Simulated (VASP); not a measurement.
Input of a VASP 6.6.1 run:

INCAR

```
SYSTEM = GaP
  PREC = Accurate
  ENCUT = 520
  EDIFF = 1E-6
  ISMEAR = 0
  SIGMA = 0.02
  LREAL = .False.
  LASPH = .True.
  NELM = 100
  ALGO = Normal
  ISIF = 2
  LWAVE = .False.
  LCHARG = .True.
  GGA = PS
  LELF = .True.
  LVHAR = .True.
  NBANDS = 16
```

Contents of KPOINTS:

```
Automatic mesh
0
Gamma
  8 8 8
  0 0 0
```

Contents of POSCAR:

```
GaP
1.0
    0.0000000000      2.7192244544      2.7192244544
    2.7192244544      0.0000000000      2.7192244544
    2.7192244544      2.7192244544      0.0000000000
Ga P
1 1
Direct
    0.0000000000      0.0000000000      0.0000000000
    0.2500000000      0.2500000000      0.2500000000
```

Potentials or basis: VASP PAW PBE potentials, release 64 (Ga_d, P).

The run is started by

```console
$ cat potpaw_PBE.64/Ga_d/POTCAR potpaw_PBE.64/P/POTCAR > POTCAR
$ mpirun -np 1 vasp_std > vasp.out
```

(1) What does it give for the band gap on the k mesh?

(2) Estimate the pressure.

Answers

(1) 1.50 eV, indirect (least direct gap 1.80 eV).

(2) -0.1 GPa.

Caveat: the PAW data sets were made with another functional, which shifts forces and pressure a little.
